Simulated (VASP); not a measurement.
Wanted: the native input for a VASP 6.6.1 run.

```yaml
Task: single point
Functional: r2SCAN
Potentials_or_basis: VASP PAW PBE potentials, release 64 (Si, N)
Cutoff: 520 eV
k_mesh: 7 × 7 × 7
Occupations: fermi-dirac, width 0.05 eV
Spin: no spin polarisation
Dipole_correction: no
Further_INCAR_settings: ALGO = Normal; EDIFF = 1e-06; NBANDS = 25
```

Si3N4:

```
Si N
1.0
     4.10104    0.00000    0.00000
     0.00000    4.10104    0.00000
     0.00000    0.00000    4.10104
Si N
3 4
Direct
  0.00000 0.00000 0.50000
  0.50000 0.00000 0.00000
  0.00000 0.50000 0.00000
  0.23890 0.23890 0.76110
  0.76110 0.76110 0.76110
  0.23890 0.76110 0.23890
  0.76110 0.23890 0.23890
```

One way to write it, as run:

POSCAR

```
Si3N4
1.0
    4.1010449390      0.0000000000      0.0000000000
    0.0000000000      4.1010449390      0.0000000000
    0.0000000000      0.0000000000      4.1010449390
Si N
3 4
Direct
    0.0000000000      0.0000000000      0.5000000000
    0.5000000000      0.0000000000      0.0000000000
    0.0000000000      0.5000000000      0.0000000000
    0.2388951409      0.2388951409      0.7611048591
    0.7611048591      0.7611048591      0.7611048591
    0.2388951409      0.7611048591      0.2388951409
    0.7611048591      0.2388951409      0.2388951409
```

INCAR.step1

```
SYSTEM = Si3N4
ALGO = Normal ; EDIFF = 1E-4
ENCUT = 520 ; GGA = PE
ISMEAR = -1 ; LASPH = .True.
LCHARG = .False. ; LREAL = .False.
LWAVE = .True. ; NBANDS = 25
NELM = 80 ; PREC = Accurate
SIGMA = 0.05
```

INCAR.step2

```
SYSTEM = Si3N4
ALGO = Normal ; EDIFF = 1E-6
ENCUT = 520 ; ISIF = 2
ISMEAR = -1 ; ISTART = 1
LASPH = .True. ; LCHARG = .True.
LELF = .True. ; LMIXTAU = .True.
LREAL = .False. ; LVHAR = .True.
LWAVE = .False. ; METAGGA = R2SCAN
NBANDS = 25 ; NELM = 80
PREC = Accurate ; SIGMA = 0.05
```

KPOINTS

```
k-points
0
Gamma
  7 7 7
  0 0 0
```

Potentials or basis: VASP PAW PBE potentials, release 64 (Si, N).

Run with:

```bash
$ cat potpaw_PBE.64/Si/POTCAR potpaw_PBE.64/N/POTCAR > POTCAR
$ cp INCAR.step1 INCAR
$ mpirun -np 1 vasp_std > vasp.out
$ cp INCAR.step2 INCAR
$ mpirun -np 1 vasp_std > vasp.out
```

It gave:

```yaml
Pressure: -0.1 GPa
Largest_force: 0.005 eV/Å
Band_gap_on_the_k_mesh: 3.34 eV, indirect (least direct gap 3.52 eV)
```

Caveat: the PAW data sets were made with another functional, which shifts forces and pressure a little.

Wall time 63 s on 1 thread of AMD EPYC 9R45 96-Core Processor (Zen 5), with other jobs on the host, peak memory 0.16 GiB.
